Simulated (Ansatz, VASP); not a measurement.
## One calculation of Al2GaP3, two programs

```
Al Ga P
1.0
     3.89480    0.00000    0.00000
    -1.94740    3.37299    0.00000
     0.00000    0.00000    9.53767
Al Ga P
2 1 3
Cartesian
  0.0000 0.0000 -0.0015
  1.9474 1.1243 6.3568
  0.0000 2.2487 3.1804
  1.9474 1.1243 8.7441
  0.0000 2.2487 5.5692
  0.0000 0.0000 2.3797
```

Alike in both runs: task single point; functional PBE; k mesh 6 × 6 × 2; no spin polarisation.

|  | VASP | Ansatz |
| --- | --- | --- |
| version | VASP 6.6.1 | Ansatz 0.2.0 |
| potentials or method | VASP PAW PBE potentials, release 64 (Al, Ga_d, P) | plane waves, PAW |
| plane-wave cutoff (eV) | 520 | 420 |
| occupations | gaussian, width 0.01 eV | fixed |
| valence electrons in the cell | 34 | 34 |

|  | VASP | Ansatz | Ansatz less VASP |
| --- | --- | --- | --- |
| gap on the k mesh at the Fermi level (eV) | 1.61 | 1.61 | +0.001 |
| pressure (GPa) | -0.1 | 0.0 | +0.07 |
| traceless stress, the component that is largest in VASP (GPa) | -0.09 | -0.09 | -0.001 |
| rms of the force components (eV/Å) | 0.003 | 0.002 | -0.0015 |

Atom by atom the forces differ by 0.002 eV/Å (rms over components).
